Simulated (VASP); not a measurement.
# Ga (P2_1/m) in VASP: settings compared, part 2 of 2

VASP 6.6.1. Earlier steps stand in the parts before.

### Step 5. Relaxation of cell and atoms, LDA

This run uses another cell than the first one, of 18.19 Å³/atom.

INCAR reads:

```
SYSTEM = Ga
ALGO = Normal
EDIFF = 1E-6
EDIFFG = -0.005
ENCUT = 600
GGA = CA
IBRION = 2
ISIF = 3
ISMEAR = -1
LASPH = .TRUE.
LCHARG = .FALSE.
LREAL = .FALSE.
LWAVE = .FALSE.
NELM = 80
NSW = 80
PREC = Accurate
SIGMA = 0.05
```

KPOINTS reads:

```
k-points
0
G
  7 6 5
  0 0 0
```

POSCAR reads:

```
Ga
1.0
    2.7784220849      0.0000000000      0.0000000000
    0.0000000000      3.2816087900      0.0000000000
   -1.3434310986      0.0000000000      3.9902731763
Ga
2
Direct
    0.1345962700      0.7500000000      0.7701668300
    0.8654037300      0.2500000000      0.2298331700
```

Potentials or basis: VASP PAW LDA potentials, release 64 (Ga_d).

Launch:

```sh
> cat potpaw_LDA.64/Ga_d/POTCAR > POTCAR
> mpirun -np 1 vasp_std > vasp.out
```

OUTCAR:

```text
SYSTEM = Ga
   EDIFF = 1E-6
   EDIFFG = -0.005
   ENCUT = 600
   GGA = CA
   IBRION = 2
   ISIF = 3
   ISMEAR = -1
   LASPH = .TRUE.
   LREAL = .FALSE.
   NELM = 80
   NSW = 80
   PREC = Accurate

 ion  position               nearest neighbor table
   1  0.135  0.750  0.770-   2 2.71   2 2.71   2 2.81   2 2.81   2 2.84   2 2.84
   2  0.865  0.250  0.230-   1 2.71   1 2.71   1 2.81   1 2.81   1 2.84   1 2.84

  LATTYP: Found a simple monoclinic cell.
 ALAT       =     2.7784220849
 B/A-ratio  =     1.1811052064
 C/A-ratio  =     1.5153762184
 COS(beta)  =    -0.3190778872

  Lattice vectors:

 A1 = (   2.7784220849,   0.0000000000,   0.0000000000)
 A2 = (   0.0000000000,   3.2816087900,   0.0000000000)
 A3 = (  -1.3434310986,   0.0000000000,   3.9902731763)

Analysis of symmetry for initial positions (statically):
=====================================================================
 Subroutine PRICEL returns:
 Original cell was already a primitive cell.

 Routine SETGRP: Setting up the symmetry group for a
 simple monoclinic supercell.

 Subroutine GETGRP returns: Found  4 space group operations
 (whereof  2 operations were pure point group operations)
 out of a pool of  4 trial point group operations.

[... 268 lines left out ...]

  energy  without entropy=       -7.1241602453  energy(sigma->0) =       -7.12774169

[... ionic steps 4 to 31 ...]

--------------------------------------- Ionic step       32  -------------------------------------------

 number of electron      26.0000013 magnetization

------------------------ aborting loop because EDIFF is reached ----------------------------------------
[... 67 lines left out ...]
--------------------------------------- Ionic step       34  -------------------------------------------

 number of electron      26.0000013 magnetization

 Free energy of the ion-electron system (eV)
  ---------------------------------------------------
  ext. energy  EPLUGINS =         0.00000000
  ---------------------------------------------------
  free energy    TOTEN  =        -7.14730133 eV

  energy without entropy =       -7.14279721  energy(sigma->0) =       -7.14504927

 E-fermi :   5.9095     XC(G=0): -11.6974

 val. band max:        5.8917587248   @ k =  -0.2857   0.1667   0.4000
 cond. band min:       5.9714874356   @ k =  -0.2857   0.1667   0.2000
 fundamental gap:      0.0797287108
 Fermi energy:         5.9095027965

 k-point     1 :       0.0000    0.0000    0.0000
  band No.  band energies     occupation
      1      -9.3641      2.00000
      2      -9.3304      2.00000
      3      -9.2702      2.00000
      4      -9.2594      2.00000
      5      -8.9635      2.00000
      6      -8.9593      2.00000
[... 457 lines left out ...]
      4      -9.1740      2.00000
      5      -9.0449      2.00000
      6      -8.9661      2.00000
[... 9 lines left out ...]
     16      14.5192      0.00000
     17      14.7041      0.00000

 [... further k-points ...]

------------------------ aborting loop because EDIFF is reached ----------------------------------------

  FORCE on cell =-STRESS in cart. coord.  units (eV):
  Direction    XX          YY          ZZ          XY          YZ          ZX
  --------------------------------------------------------------------------------------
  -------------------------------------------------------------------------------------
  Total        0.0008560      0.0025517     -0.0013879      0.0000000      0.0000000      0.0030067
  in kB        0.0394181      0.1175042     -0.0639126      0.0000000      0.0000000      0.1384523
  external PRESSURE =       0.0310033 kB  Pullay stress =       0.0000000 kB
[... 17 lines left out ...]
  FREE ENERGIE OF THE ION-ELECTRON SYSTEM (eV)
  ---------------------------------------------------
  free  energy   TOTEN  =        -7.1473013279 eV

  energy  without entropy=       -7.1427972079  energy(sigma->0) =       -7.14504927

 reached required accuracy - stopping structural energy minimisation
```

It took 5.6 min on 1 thread of Intel Xeon 6975P-C (Granite Rapids), shared host; peak memory 0.19 GiB.

What came out:

- Free energy: -7.1473 eV
- Relaxed volume: 17.40 Å³/atom
- Relaxed cell: a = 2.741 Å, b = 3.362 Å, c = 4.030 Å, α = 90.00°, β = 110.46°, γ = 90.00°
- Space group after relaxing (to 0.1 Å): P2_1/m (No. 11)
- Energy gained by relaxing: 19.8 meV/atom
- Ionic steps: 34
- Pressure after relaxing: 0.0 GPa
- Band gap on the k mesh: zero (bands 13 and 14 overlap by 7.70 eV)

Step by step:
```
step  energy change (eV)  largest force (eV/Å)  pressure (GPa)  volume (Å³)
   1              0.0000                0.1304           -2.74        36.38
   2             -0.0225                0.0505           -0.18        34.77
   3             -0.0235                0.0078            1.56        33.99
   4             -0.0241                0.0268            0.68        34.32
   5             -0.0329                0.0417            1.25        34.21
   6             -0.0346                0.0846            1.53        34.13
   7             -0.0371                0.0540           -0.55        35.07
   8             -0.0377                0.0644            0.18        34.74
   9             -0.0377                0.0612           -0.18        34.81
  10             -0.0377                0.0633            0.06        34.77
  11             -0.0377                0.0620           -0.05        34.78
  12             -0.0382                0.0355           -0.08        34.78
  13             -0.0383                0.0289           -0.09        34.77
  14             -0.0383                0.0266            0.00        34.77
  15             -0.0385                0.0242            0.00        34.77
  16             -0.0386                0.0185            0.00        34.76
  17             -0.0386                0.0198            0.02        34.76
  18             -0.0387                0.0187            0.02        34.77
  19             -0.0389                0.0152            0.03        34.79
  20             -0.0389                0.0048           -0.17        34.83
  21             -0.0390                0.0108           -0.07        34.81
  22             -0.0392                0.0103           -0.03        34.79
  23             -0.0393                0.0116            0.19        34.74
  24             -0.0394                0.0108            0.07        34.80
  25             -0.0394                0.0108           -0.03        34.83
  26             -0.0395                0.0058           -0.05        34.83
  27             -0.0395                0.0013           -0.06        34.83
  28             -0.0395                0.0030           -0.07        34.83
  29             -0.0395                0.0038           -0.06        34.83
  30             -0.0395                0.0023           -0.08        34.83
  31             -0.0395                0.0013           -0.06        34.83
  32             -0.0395                0.0010           -0.07        34.83
  33             -0.0395                0.0002            0.07        34.79
  34             -0.0395                0.0018            0.00        34.79
```

Final structure:
```cif
data_structure
_symmetry_space_group_name_H-M 'P 1'
_symmetry_Int_Tables_number 1
_cell_length_a 2.7414
_cell_length_b 3.3616
_cell_length_c 4.0297
_cell_angle_alpha 90.000
_cell_angle_beta 110.464
_cell_angle_gamma 90.000
_cell_volume 34.79
loop_
_atom_site_label
_atom_site_type_symbol
_atom_site_fract_x
_atom_site_fract_y
_atom_site_fract_z
_atom_site_occupancy
Ga1 Ga 0.15001 0.75000 0.76858 1
Ga2 Ga 0.84999 0.25000 0.23142 1
```

### Step 6. Single point, LDA, non-collinear spin, zero start, spin-orbit coupling

This run uses another cell than the first one, of 18.19 Å³/atom.

INCAR reads:

```
PREC = Accurate
ENCUT = 520
EDIFF = 1E-7
ISMEAR = -1
SIGMA = 0.05
LREAL = False
LASPH = True
NELM = 150
ALGO = Normal
ISIF = 2
LWAVE = False
LCHARG = False
MAGMOM = 0 0 0 0 0 0
LORBIT = 11
LSORBIT = True
GGA_COMPAT = False
LORBMOM = True
NBANDS = 38
```

KPOINTS reads:

```
regular mesh
0
Gamma
  7 6 5
```

POSCAR is that of step 5.

Potentials or basis: VASP PAW LDA potentials, release 64 (Ga_d).

Launch:

```sh
> cat potpaw_LDA.64/Ga_d/POTCAR > POTCAR
> mpirun -np 1 vasp_ncl > vasp.out
```

OUTCAR:

```text
PREC = Accurate
   ENCUT = 520
   EDIFF = 1E-7
   ISMEAR = -1
   LREAL = False
   LASPH = True
   NELM = 150
   ISIF = 2
   LORBIT = 11
   LSORBIT = True

 ion  position               nearest neighbor table
   1  0.135  0.750  0.770-   2 2.71   2 2.71   2 2.81   2 2.81   2 2.84   2 2.84
   2  0.865  0.250  0.230-   1 2.71   1 2.71   1 2.81   1 2.81   1 2.84   1 2.84

  LATTYP: Found a simple monoclinic cell.
 ALAT       =     2.7784220849
 B/A-ratio  =     1.1811052064
 C/A-ratio  =     1.5153762184
 COS(beta)  =    -0.3190778872

  Lattice vectors:

 A1 = (   2.7784220849,   0.0000000000,   0.0000000000)
 A2 = (   0.0000000000,   3.2816087900,   0.0000000000)
 A3 = (  -1.3434310986,   0.0000000000,   3.9902731763)

Analysis of symmetry for initial positions (statically):
=====================================================================
 Subroutine PRICEL returns:
 Original cell was already a primitive cell.

 Routine SETGRP: Setting up the symmetry group for a
 simple monoclinic supercell.

 Subroutine GETGRP returns: Found  4 space group operations
 (whereof  2 operations were pure point group operations)
 out of a pool of  4 trial point group operations.

The static configuration has the point symmetry S_2 .
 The point group associated with its full space group is C_2h.

Analysis of symmetry for dynamics (positions and initial velocities):
=====================================================================
 Subroutine PRICEL returns:
 Original cell was already a primitive cell.

 Routine SETGRP: Setting up the symmetry group for a
 simple monoclinic supercell.

 Subroutine GETGRP returns: Found  4 space group operations
 (whereof  2 operations were pure point group operations)
 out of a pool of  4 trial point group operations.

The dynamic configuration has the point symmetry S_2 .
 The point group associated with its full space group is C_2h.

[... 1196 lines left out ...]
            0.000   0.000   0.000

 orbital moment (y)

 # of ion     p       d       tot
 ----------------------------------------
  1         0.000  -0.000  -0.000
  2         0.000  -0.000  -0.000
 ----------------------------------------
            0.000  -0.000  -0.000

 orbital moment (z)

 # of ion     p       d       tot
 ----------------------------------------
  1         0.000  -0.000  -0.000
  2         0.000   0.000   0.000
 ----------------------------------------
            0.000   0.000   0.000

 Spin-Orbit-Coupling matrix elements

 Ion:    1  E_soc:     -0.0116016
 l=   1
     0.0000000    -0.0010675    -0.0010877
    -0.0010675     0.0000000    -0.0011067
    -0.0010877    -0.0011067     0.0000000
 l=   2
     0.0000000    -0.0001682     0.0000000    -0.0001718    -0.0006717
    -0.0001682     0.0000000    -0.0005063    -0.0001699    -0.0001694
     0.0000000    -0.0005063     0.0000000    -0.0005140     0.0000000
    -0.0001718    -0.0001699    -0.0005140     0.0000000    -0.0001675
    -0.0006717    -0.0001694     0.0000000    -0.0001675     0.0000000
 l=   3
     0.0000000     0.0000000     0.0000000     0.0000000     0.0000000     0.0000000     0.0000000
     0.0000000     0.0000000     0.0000000     0.0000000     0.0000000     0.0000000     0.0000000
     0.0000000     0.0000000     0.0000000     0.0000000     0.0000000     0.0000000     0.0000000
     0.0000000     0.0000000     0.0000000     0.0000000     0.0000000     0.0000000     0.0000000
     0.0000000     0.0000000     0.0000000     0.0000000     0.0000000     0.0000000     0.0000000
     0.0000000     0.0000000     0.0000000     0.0000000     0.0000000     0.0000000     0.0000000
     0.0000000     0.0000000     0.0000000     0.0000000     0.0000000     0.0000000     0.0000000

 Ion:    2  E_soc:     -0.0116016
 l=   1
     0.0000000    -0.0010675    -0.0010877
    -0.0010675     0.0000000    -0.0011067
    -0.0010877    -0.0011067     0.0000000
 l=   2
     0.0000000    -0.0001682     0.0000000    -0.0001718    -0.0006717
    -0.0001682     0.0000000    -0.0005063    -0.0001699    -0.0001694
     0.0000000    -0.0005063     0.0000000    -0.0005140     0.0000000
    -0.0001718    -0.0001699    -0.0005140     0.0000000    -0.0001675
    -0.0006717    -0.0001694     0.0000000    -0.0001675     0.0000000
 l=   3
     0.0000000     0.0000000     0.0000000     0.0000000     0.0000000     0.0000000     0.0000000
     0.0000000     0.0000000     0.0000000     0.0000000     0.0000000     0.0000000     0.0000000
     0.0000000     0.0000000     0.0000000     0.0000000     0.0000000     0.0000000     0.0000000
     0.0000000     0.0000000     0.0000000     0.0000000     0.0000000     0.0000000     0.0000000
     0.0000000     0.0000000     0.0000000     0.0000000     0.0000000     0.0000000     0.0000000
     0.0000000     0.0000000     0.0000000     0.0000000     0.0000000     0.0000000     0.0000000
     0.0000000     0.0000000     0.0000000     0.0000000     0.0000000     0.0000000     0.0000000

 total charge

# of ion       s       p       d       tot
------------------------------------------
    1        1.009   0.632   9.962  11.603
    2        1.009   0.632   9.962  11.603
--------------------------------------------------
tot          2.018   1.264  19.923  23.205

 magnetization (x)

# of ion       s       p       d       tot
------------------------------------------
    1        0.000   0.000   0.000   0.000
    2        0.000   0.000   0.000   0.000
--------------------------------------------------
tot          0.000   0.000   0.000   0.000

 magnetization (y)

# of ion       s       p       d       tot
------------------------------------------
    1       -0.000  -0.000  -0.000  -0.000
    2       -0.000  -0.000  -0.000  -0.000
--------------------------------------------------
tot         -0.000  -0.000  -0.000  -0.000

 magnetization (z)

# of ion       s       p       d       tot
------------------------------------------
    1        0.000   0.000   0.000   0.000
    2        0.000   0.000   0.000   0.000
--------------------------------------------------
tot          0.000   0.000   0.000   0.000
```

stdout:

```text
POSCAR found type information on POSCAR Ga
 POSCAR found :  1 types and       2 ions
 scaLAPACK will be used
 LDA part: xc-table for (Slater(with rela. corr.)+CA(PZ))
 , standard interpolation
 POSCAR, INCAR and KPOINTS ok, starting setup
 FFT: planning ... GRIDC
 FFT: planning ... GRID_SOFT
 FFT: planning ... GRID
 WAVECAR not read
 entering main loop
```

It took 95 s on 1 thread of Intel Xeon 6975P-C (Granite Rapids), shared host; peak memory 0.27 GiB.

What came out:

| Quantity | Value |
| --- | --- |
| Free energy | -7.1196 eV |
| Pressure | -2.6 GPa |
| Largest force | 0.130 eV/Å |
| Net moment | 0.00 μB per cell |
| Valence electrons inside the program's atomic spheres | Ga 11.60 |

Forces in eV/Å, atoms in the order of the input:
```
Ga  -0.004  0.000 -0.130
Ga   0.004  0.000  0.130
```

Moments on the atoms (μB; x, y, z):
```
Ga  0.00 0.00 0.00
Ga  0.00 0.00 0.00
```

### Step 7. Summary

```csv
task,level,potentials or basis,spin,cell,k mesh,cutoff (eV),gap on the mesh (eV),pressure (GPa),largest force (eV/Å)
single point,PBE,"VASP PAW PBE potentials, release 64 (Ga_d)",off,"a = 2.741, b = 3.237, c = 4.153 Å, angles 90.0, 108.6, 90.0°, 2 atoms",10 × 8 × 7,520,none,5.9,0.10
single point,LDA,"VASP PAW LDA potentials, release 64 (Ga_d)",off,"a = 2.760, b = 3.260, c = 4.182 Å, angles 90.0, 108.6, 90.0°, 2 atoms",10 × 8 × 7,520,none,-1.6,0.07
single point,PBE,"VASP PAW PBE potentials, release 64 (Ga_d)",off,"a = 2.760, b = 3.260, c = 4.182 Å, angles 90.0, 108.6, 90.0°, 2 atoms",10 × 8 × 7,520,none,4.6,0.09
relaxation of cell and atoms,LDA,"VASP PAW LDA potentials, release 64 (Ga_d)",off,"relaxed from a = 2.778, b = 3.282, c = 4.210 Å, angles 90.0, 108.6, 90.0°, 2 atoms",7 × 6 × 5,600,none,0.0,-
single point,LDA,"VASP PAW LDA potentials, release 64 (Ga_d)","non-collinear, zero start, SOC","a = 2.778, b = 3.282, c = 4.210 Å, angles 90.0, 108.6, 90.0°, 2 atoms",7 × 6 × 5,520,-,-2.6,0.13
```

Alike in all rows: smearing fermi-dirac 0.05 eV.

Caveats: the cell stands under pressure (at least some runs).

Total energies depend on the potentials used, so only differences within one code and one set of settings carry meaning.
